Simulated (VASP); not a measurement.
Input of a VASP 6.6.1 run:

File INCAR:

```
SYSTEM = Pd
ALGO = Normal
EDIFF = 1E-7
EDIFFG = -0.01
ENCUT = 600
IBRION = 2
ISIF = 3
ISMEAR = -1
LASPH = .True.
LCHARG = .False.
LREAL = .False.
LWAVE = .False.
NELM = 80
NSW = 80
PREC = Accurate
SIGMA = 0.1
```

The input KPOINTS:

```
k-points
0
Gamma
  13 13 7
  0 0 0
```

File POSCAR:

```
Pd
1.0
    2.7505001182      0.0000000000      0.0000000000
   -1.3752500591      2.3820029755      0.0000000000
    0.0000000000      0.0000000000      4.4915666931
Pd
2
Direct
    0.3333333333      0.6666666667      0.2500000000
    0.6666666667      0.3333333333      0.7500000000
```

Potentials or basis: VASP PAW LDA potentials, release 64 (Pd).

Run with:

```sh
$ cat potpaw_LDA.64/Pd/POTCAR > POTCAR
$ mpirun -np 1 vasp_std > vasp.out
```

**Question.** Estimate the relaxed volume.

**Answer.** 14.25 Å³/atom.

**Question.** What does it give for the relaxed cell?

**Answer.** a = 2.701 Å, b = 2.701 Å, c = 4.511 Å, α = 90.00°, β = 90.00°, γ = 120.00°.

**Question.** What does it give for the space group after relaxing (to 0.05 Å)?

**Answer.** P6_3/mmc (No. 194).

Final structure:
```
Pd
1.0
     2.70118    0.00000    0.00000
    -1.35059    2.33929    0.00000
     0.00000    0.00000    4.51070
Pd
2
Direct
  0.33333 0.66667 0.25000
  0.66667 0.33333 0.75000
```
